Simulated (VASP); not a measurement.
# CuP (I4mm) in VASP: single point with PBEsol

Aim: the single point of CuP with PBEsol.

Program: VASP 6.6.1. These are calculated values, not measurements. Logs are shortened: lines on timing, memory, paths and dates and some standing lists are left out, and cuts for length are marked.

### 1 The cell of the first run

Symmetry: I4mm, No. 107, tetragonal system. The conventional cell has a = 3.375 Å, b = 3.375 Å, c = 4.773 Å, α = 90.00°, β = 90.00°, γ = 90.00°. Cu (site symmetry 4mm) has 6 P at 2.19 to 2.59 Å within 2.9 Å. Within 2.9 Å of P (site symmetry 4mm) lie 6 Cu at 2.19 to 2.59 Å.

### 2 Single point, PBEsol (atom 2 (P) moved 0.2 Å along z)

Contents of INCAR:

```
SYSTEM = CuP
PREC     = Accurate       ! precision mode
ENCUT    = 520            ! plane-wave cutoff, eV
EDIFF    = 1E-7           ! SCF threshold, eV
ISMEAR   = 0              ! smearing method
SIGMA    = 0.05           ! smearing width, eV
LREAL    = .False.        ! projectors in reciprocal space
LASPH    = .True.         ! aspherical terms in the spheres
NELM     = 100            ! most SCF steps
ALGO     = Normal         ! electronic algorithm
ISIF     = 2              ! what is computed and relaxed
LWAVE    = .False.        ! write WAVECAR
LCHARG   = .False.        ! write CHGCAR
GGA      = PS             ! functional
NBANDS   = 15             ! bands
```

Contents of KPOINTS:

```
regular mesh
0
Gamma
  12 12 12
  0 0 0
```

Contents of POSCAR:

```
CuP
1.0
    0.0000000000      2.3864281752      2.3864281752
    2.3864281752      0.0000000000      2.3864281752
    2.3864281752      2.3864281752      0.0000000000
Cu P
1 1
Direct
    0.5000000000      0.5000000000      0.5000000000
    0.0419036286      0.0419036286     -0.0419036286
```

Potentials or basis: VASP PAW PBE potentials, release 64 (Cu, P).

Launch:

```bash
cat potpaw_PBE.64/Cu/POTCAR potpaw_PBE.64/P/POTCAR > POTCAR
mpirun -np 1 vasp_std > vasp.out
```

OUTCAR:

```text
SYSTEM = CuP
   PREC = Accurate
   ENCUT = 520
   EDIFF = 1E-7
   ISMEAR = 0
   LREAL = .False.
   LASPH = .True.
   NELM = 100
   ISIF = 2
   GGA = PS

 ion  position               nearest neighbor table
   1  0.500  0.500  0.500-   2 2.19   2 2.39   2 2.39   2 2.39   2 2.39   2 2.59
   2  0.042  0.042  0.958-   1 2.19   1 2.39   1 2.39   1 2.39   1 2.39   1 2.59

  LATTYP: Found a face centered cubic cell.
 ALAT       =     4.7728563504

  Lattice vectors:

 A1 = (   0.0000000000,   2.3864281752,   2.3864281752)
 A2 = (   2.3864281752,   0.0000000000,   2.3864281752)
 A3 = (   2.3864281752,   2.3864281752,   0.0000000000)

Analysis of symmetry for initial positions (statically):
=====================================================================
 Subroutine PRICEL returns:
 Original cell was already a primitive cell.

 Routine SETGRP: Setting up the symmetry group for a
 face centered cubic supercell.

 Subroutine GETGRP returns: Found  8 space group operations
 (whereof  8 operations were pure point group operations)
 out of a pool of 48 trial point group operations.

The static configuration has the point symmetry C_4v.

Analysis of symmetry for dynamics (positions and initial velocities):
=====================================================================
 Subroutine PRICEL returns:
 Original cell was already a primitive cell.

 Routine SETGRP: Setting up the symmetry group for a
 face centered cubic supercell.

 Subroutine GETGRP returns: Found  8 space group operations
 (whereof  8 operations were pure point group operations)
 out of a pool of 48 trial point group operations.

The dynamic configuration has the point symmetry C_4v.

 Subroutine INISYM returns: Found  8 space group operations
 (whereof  8 operations are pure point group operations),
 and found     1 'primitive' translations

----------------------------------------------------------------------------------------

                                     Primitive cell

  volume of cell :      27.1816

  direct lattice vectors                    reciprocal lattice vectors
     0.000000000  2.386428175  2.386428175    -0.209518143  0.209518143  0.209518143
     2.386428175  0.000000000  2.386428175     0.209518143 -0.209518143  0.209518143
     2.386428175  2.386428175  0.000000000     0.209518143  0.209518143 -0.209518143

  length of vectors
     3.374919091  3.374919091  3.374919091     0.362896069  0.362896069  0.362896069

  position of ions in fractional coordinates (direct lattice)
     0.500000000  0.500000000  0.500000000
     0.041903629  0.041903629  0.958096371

  ion indices of the primitive-cell ions
   primitive index   ion index
                 1           1
                 2           2

----------------------------------------------------------------------------------------

 KPOINTS: regular mesh

Automatic generation of k-mesh.
 Grid dimensions read from file:
 generate k-points for:   12   12   12

 Generating k-lattice:

  Cartesian coordinates                     Fractional coordinates (reciprocal lattice)
    -0.017459845  0.017459845  0.017459845     0.083333333  0.000000000  0.000000000
     0.017459845 -0.017459845  0.017459845     0.000000000  0.083333333  0.000000000
     0.017459845  0.017459845 -0.017459845     0.000000000  0.000000000  0.083333333

  Length of vectors
     0.030241339  0.030241339  0.030241339

  Shift w.r.t. Gamma in fractional coordinates (k-lattice)
     0.000000000  0.000000000  0.000000000

 Subroutine IBZKPT returns following result:
 ===========================================

 Found    163 irreducible k-points:

 Following reciprocal coordinates:
            Coordinates               Weight
  0.000000  0.000000  0.000000      1.000000
  0.083333  0.000000  0.000000      8.000000
  0.166667  0.000000  0.000000      8.000000
  0.250000  0.000000  0.000000      8.000000
  0.333333  0.000000  0.000000      8.000000
  0.416667  0.000000  0.000000      8.000000
[... 16 lines left out ...]
  0.000000 -0.333333  0.083333     16.000000
 -0.250000  0.083333  0.000000      8.000000
 [... further k-points ...]
   k-points           NKPTS =    163   k-points in BZ     NKDIM =    163   number of bands    NBANDS=     15
   number of dos      NEDOS =    301   number of ions     NIONS =      2
   total plane-waves  NPLWV =  21952
   dimension x,y,z NGX =    28 NGY =   28 NGZ =   28
   dimension x,y,z NGXF=    56 NGYF=   56 NGZF=   56
   ions per type =               1   1
   NGX,Y,Z   is equivalent  to a cutoff of  13.79, 13.79, 13.79 a.u.
   NGXF,Y,Z  is equivalent  to a cutoff of  27.59, 27.59, 27.59 a.u.
 SYSTEM =  CuP
   PREC   = accura    normal or accurate (medium, high low for compatibility)
   ISTART =      0    job   : 0-new  1-cont  2-samecut
   ICHARG =      2    charge: 1-file 2-atom 10-const
   ISPIN  =      1    spin polarized calculation?
   LNONCOLLINEAR =      F non collinear calculations
   LSORBIT =      F    spin-orbit coupling
   LASPH  =      T    aspherical Exc in radial PAW
   ENCUT  =  520.0 eV  38.22 Ry    6.18 a.u.   6.28  6.28  6.28*2*pi/ulx,y,z
   NELM   =    100;   NELMIN=  2; NELMDL= -5     # of ELM steps
   EDIFF  = 0.1E-06   stopping-criterion for ELM
   LREAL  =      F    real-space projection
   EDIFFG = 0.1E-05   stopping-criterion for IOM
   NSW    =      0    number of steps for IOM
   IBRION =     -1    ionic relax: 0-MD 1-quasi-New 2-CG
   NFREE  =      0    steps in history (QN), initial steepest desc. (CG)
   ISIF   =      2    stress and relaxation
   ISYM   =      2    0-nonsym 1-usesym 2-fastsym
   POTIM  = 0.5000    time-step for ionic-motion
   TEBEG  =    0.0;   TEEND  =   0.0 temperature during run
   PSTRESS=    0.0 pullay stress
   NELECT =      16.0000    total number of electrons
   NUPDOWN=      -1.0000    fix difference up-down
   EMIN   =  10.00;   EMAX   =-10.00  energy-range for DOS
   EFERMI =   0.00;   METHOD = LEGACY
   ISMEAR =     0;   SIGMA  =   0.05  broadening in eV -4-tet -1-fermi 0-gaus
   EFERMI_NEDOS =   21; number of points for ismear=-14 and -15
   IALGO  =     38    algorithm
   IMIX   =      4    mixing-type and parameters
     AMIX     =   0.40;   BMIX     =  1.00
     AMIX_MAG =   1.60;   BMIX_MAG =  1.00
  volume/ion in A,a.u.               =      13.59        91.72
  Fermi-wavevector in a.u.,A,eV,Ry     =   1.372007  2.592718 25.611666  1.882404
  Thomas-Fermi vector in A             =   2.497653
   LORBIT       =      0    0 simple, 1 ext, 2 COOP (PROOUT), +10 PAW based schemes
   GGA     = PS    functional components
   LHFCALC =     F    Hartree Fock is set to
   AEXX    =    0.0000 exact exchange contribution
   IVDW    =     0    specifies the selected vdW correction
   LEPSILON=     F    determine dielectric tensor
   LRPA    =     F    only Hartree local field effects (RPA)
 non-spin polarized calculation
 Gauss-broadening in eV      SIGMA  =   0.05
  energy-cutoff  :      520.00
  volume of cell :       27.18
 maximum number of plane-waves:       754
 NGX is ok and might be reduce to    28
   NGX = 13   NGY = 13   NGZ = 13

 number of electron      16.0000011 magnetization

 Free energy of the ion-electron system (eV)
  ---------------------------------------------------
  ext. energy  EPLUGINS =         0.00000000
  ---------------------------------------------------
  free energy    TOTEN  =        -9.66260758 eV

  energy without entropy =       -9.66183951  energy(sigma->0) =       -9.66222354

 E-fermi :   8.0871     XC(G=0): -11.8970

 val. band max:        8.0867125711   @ k =   0.0000   0.4167   0.2500
 cond. band min:       8.1322314872   @ k =   0.2500   0.2500   0.0000
 fundamental gap:      0.0455189161
 Fermi energy:         8.0870747094

 k-point     1 :       0.0000    0.0000    0.0000
  band No.  band energies     occupation
      1      -5.6294      2.00000
      2       4.0462      2.00000
      3       4.2028      2.00000
      4       4.2028      2.00000
      5       4.2828      2.00000
      6       4.3368      2.00000
      7       9.4225      0.00000
      8       9.4225      0.00000
      9       9.4692      0.00000
     10      15.2747      0.00000
     11      17.2552      0.00000
     12      17.2552      0.00000
     13      17.2933      0.00000
     14      20.3498      0.00000
     15      20.7552      0.00000

 k-point     2 :       0.0833    0.0000    0.0000
  band No.  band energies     occupation
      1      -5.5086      2.00000
      2       3.9645      2.00000
      3       4.1671      2.00000
      4       4.1899      2.00000
      5       4.2840      2.00000
      6       4.3432      2.00000
      7       8.7740      0.00000
      8       9.4927      0.00000
      9       9.5386      0.00000
     10      15.6438      0.00000
     11      16.9065      0.00000
     12      17.3172      0.00000
     13      17.3832      0.00000
     14      19.8615      0.00000
     15      19.9876      0.00000

 k-point     3 :       0.1667    0.0000    0.0000
  band No.  band energies     occupation
      1      -5.1509      2.00000
      2       3.7310      2.00000
      3       4.0054      2.00000
      4       4.0711      2.00000
      5       4.3628      2.00000
      6       4.4038      2.00000
      7       7.4446      2.00000
      8       9.6829      0.00000
      9       9.7052      0.00000
     10      15.2239      0.00000
     11      17.0602      0.00000
     12      17.1867      0.00000
     13      17.7211      0.00000
     14      19.1137      0.00000
     15      19.2174      0.00000

 k-point     4 :       0.2500    0.0000    0.0000
  band No.  band energies     occupation
      1      -4.5733      2.00000
      2       3.2523      2.00000
      3       3.7907      2.00000
      4       3.8046      2.00000
      5       4.4878      2.00000
      6       4.5181      2.00000
      7       6.2280      2.00000
      8       9.9346      0.00000
      9       9.9499      0.00000
     10      14.3785      0.00000
     11      16.0506      0.00000
     12      16.2444      0.00000
     13      19.0318      0.00000
     14      19.7393      0.00000
     15      19.7745      0.00000
[... 307 lines left out ...]
 k-point    22 :      -0.3333    0.0833    0.0000
  band No.  band energies     occupation
      1      -3.4648      2.00000
      2       1.9565      2.00000
      3       3.5154      2.00000
      4       3.5337      2.00000
      5       4.6232      2.00000
      6       4.7057      2.00000
      7       5.4458      2.00000
      8       9.0956      0.00000
      9      10.6884      0.00000
     10      13.8455      0.00000
     11      14.5298      0.00000
     12      15.3230      0.00000
     13      19.8690      0.00000
     14      20.5337      0.00000
     15      21.4179      0.00000

 k-point    23 :       0.0000   -0.3333    0.0833
  band No.  band energies     occupation
      1      -3.4615      2.00000
      2       1.9547      2.00000
      3       3.4513      2.00000
      4       3.5445      2.00000
      5       4.6490      2.00000
      6       4.7076      2.00000
      7       5.4826      2.00000
      8       9.1582      0.00000
      9      10.5902      0.00000
     10      13.9707      0.00000
     11      14.4613      0.00000
     12      15.2723      0.00000
     13      19.8218      0.00000
     14      20.5570      0.00000
     15      21.4452      0.00000

 k-point    24 :      -0.2500    0.0833    0.0000
  band No.  band energies     occupation
      1      -4.2446      2.00000
      2       2.9424      2.00000
      3       3.6690      2.00000
      4       3.8032      2.00000
      5       4.4938      2.00000
      6       4.5908      2.00000
      7       5.9679      2.00000
      8       8.8972      0.00000
      9      10.5940      0.00000
     10      14.5097      0.00000
     11      15.2835      0.00000
     12      16.0520      0.00000
     13      18.8534      0.00000
     14      19.2405      0.00000
     15      21.4060      0.00000

 [... further k-points ...]

------------------------ aborting loop because EDIFF is reached ----------------------------------------

  FORCE on cell =-STRESS in cart. coord.  units (eV):
  Direction    XX          YY          ZZ          XY          YZ          ZX
  --------------------------------------------------------------------------------------
  -------------------------------------------------------------------------------------
  Total        0.0213541      0.0213541      1.4560903      0.0000000      0.0000000      0.0000000
  in kB        1.2586819      1.2586819     85.8269703      0.0000000      0.0000000      0.0000000
  external PRESSURE =      29.4481114 kB  Pullay stress =       0.0000000 kB

 VOLUME and BASIS-vectors are now :
 -----------------------------------------------------------------------------
  energy-cutoff  :      520.00
  volume of cell :       27.18
      direct lattice vectors                 reciprocal lattice vectors
     0.000000000  2.386428175  2.386428175    -0.209518143  0.209518143  0.209518143
     2.386428175  0.000000000  2.386428175     0.209518143 -0.209518143  0.209518143
     2.386428175  2.386428175  0.000000000     0.209518143  0.209518143 -0.209518143

 POSITION                                       TOTAL-FORCE (eV/Angst)
 -----------------------------------------------------------------------------------
      2.38643      2.38643      2.38643         0.000000      0.000000      1.136774
      2.38643      2.38643      0.20000         0.000000      0.000000     -1.136774
 -----------------------------------------------------------------------------------
    total drift:                                0.000001      0.000001     -0.000029

  FREE ENERGIE OF THE ION-ELECTRON SYSTEM (eV)
  ---------------------------------------------------
  free  energy   TOTEN  =        -9.6626075794 eV

  energy  without entropy=       -9.6618395091  energy(sigma->0) =       -9.66222354
```

Run time: 80 s. Hardware: 1 thread of Intel Xeon 6975P-C, shared host; peak memory 0.21 GiB.

Results:

| Item | Value |
| --- | --- |
| Free energy | -9.6626 eV |
| Pressure | 2.9 GPa |
| Largest force | 1.137 eV/Å |
| Band gap on the k mesh | zero (band 8 reaches 10.46 eV, above the bottom of band 9 at 5.77 eV) |

Forces on the atoms (eV/Å):
```
Cu   0.000  0.000  1.137
P    0.000  0.000 -1.137
```

Caveat: the cell differs from its parent crystal (atom 2 (P) moved 0.2 Å along z); the PAW data sets were made with another functional, which shifts forces and pressure a little.
